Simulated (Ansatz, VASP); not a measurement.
## LiF in VASP and in Ansatz

```
CELL_PARAMETERS angstrom
0.00000 1.92337 2.01400
1.92337 0.00000 2.01400
1.92337 1.92337 0.00000
ATOMIC_POSITIONS crystal
Li 0.00000 0.00000 0.00000
F 0.50000 0.50000 0.50000
```

Change from the starting cell: strain -0.0450 x Voigt [1, 1, 0, 0, 0, 0], atoms carried along.

Alike in both runs: task single point; functional r2SCAN; k mesh 10 × 10 × 10; occupations gaussian, width 0.05 eV; no spin polarisation.

|  | VASP | Ansatz |
| --- | --- | --- |
| version | VASP 6.6.1 | Ansatz 0.2.0 |
| potentials or method | VASP PAW PBE potentials, release 64 (Li_sv, F), cutoff 520 eV | scalar-relativistic, plane waves, PAW |
| valence electrons in the cell | 10 | 10 |

Ansatz gave:

| Quantity | Value |
| --- | --- |
| gap on the k mesh at the Fermi level (eV) | 10.89 |
| least direct gap on the mesh (eV) | 10.89 |

Task: What did VASP give for the same quantities?

Result: gap on the k mesh at the Fermi level (eV): 11.13; least direct gap on the mesh (eV): 11.13.

VASP's potentials were made for PBE, not for r2SCAN. The functional is the same, so the differences come from potentials, cutoffs and numerics.

Noted on VASP's run: the cutoff is short for stress, so the pressure is rough.
